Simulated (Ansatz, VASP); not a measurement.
## NbCd3: VASP beside Ansatz

```
Nb Cd
1.0
     4.21500    0.00000    0.00000
     0.00000    4.21500    0.00000
     0.00000    0.00000    4.42575
Nb Cd
1 3
Direct
  0.00000 0.00000 0.00000
  0.00000 0.50000 0.50000
  0.50000 0.00000 0.50000
  0.50000 0.50000 0.00000
```

Alike in both runs: task single point; functional PBE; k mesh 8 × 8 × 8; occupations fermi-dirac, width 0.1 eV; no spin polarisation.

|  | VASP | Ansatz |
| --- | --- | --- |
| version | VASP 6.6.1 | Ansatz 0.2.0 |
| potentials or method | VASP PAW PBE potentials, release 64 (Nb_sv, Cd), cutoff 520 eV | plane waves, PAW |
| valence electrons in the cell | 49 | 73 |

|  | VASP | Ansatz | Ansatz less VASP |
| --- | --- | --- | --- |
| pressure (GPa) | 2.2 | 1.8 | -0.41 |
| traceless stress, the component that is largest in VASP (GPa) | -2.53 | -2.51 | +0.021 |

With one functional, cell and mesh, what is left measures potentials, basis and numerics. VASP's potentials hold 49 valence electrons a cell and Ansatz's 73, so a difference there can come from the potentials and not from the codes.
